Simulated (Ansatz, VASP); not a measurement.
## Sr: VASP beside Ansatz

The input INCAR:

```
PREC = Accurate
ENCUT = 520
EDIFF = 1E-8
ISMEAR = -1
SIGMA = 0.05
LREAL = False
LASPH = True
NELM = 80
ALGO = Normal
ISIF = 2
LWAVE = False
LCHARG = False
GGA = PE
LEFG = True
NBANDS = 11
```

Contents of KPOINTS:

```
regular mesh
0
Gamma
  12 12 12
```

The input POSCAR:

```
Sr
1.0
   -2.4613750000      2.4613750000      2.4250000000
    2.4613750000     -2.4613750000      2.4250000000
    2.4613750000      2.4613750000     -2.4250000000
Sr
1
Direct
    0.0000000000      0.0000000000      0.0000000000
```

Input for Ansatz:

```yaml
crystal:
  lattice:
    - [-2.461375, 2.461375, 2.425]
    - [2.461375, -2.461375, 2.425]
    - [2.461375, 2.461375, -2.425]
  atoms:
    - { symbol: Sr, position: [0.0, 0.0, 0.0] }
kpoints:
  mp_grid: { grid: [12, 12, 12] }
scf:
  occupations: { method: fermi_dirac, width: 0.05 }
hamiltonian:
  xc: pbe
  pseudopotentials: { kind: paw }
output:
  forces: true
  stress: true
  eigenvalues: true
  efg: { contact_densities: true }
```

Change from the starting cell: x and y stretched by +1.5 %, z held, PAW files.

Alike in both runs: task electric field gradients; functional PBE; k mesh 12 × 12 × 12; occupations fermi-dirac, width 0.05 eV; no spin polarisation.

|  | VASP | Ansatz |
| --- | --- | --- |
| version | VASP 6.6.1 | Ansatz 0.2.0 |
| potentials or method | VASP PAW PBE potentials, release 64 (Sr_sv) | PAW with Ansatz's default frozen-core files, scalar-relativistic |
| plane-wave cutoff (eV) | 520 | 420 |
| valence electrons in the cell | 10 | 10 |

Ansatz gave:

| Quantity | Value |
| --- | --- |
| pressure (GPa) | -0.8 |
| size of Vzz on the site where it differs most (V/Å²) | 0.7 |

Estimate VASP's values.

pressure (GPa): -0.8; size of Vzz on the site where it differs most (V/Å²): 0.6.
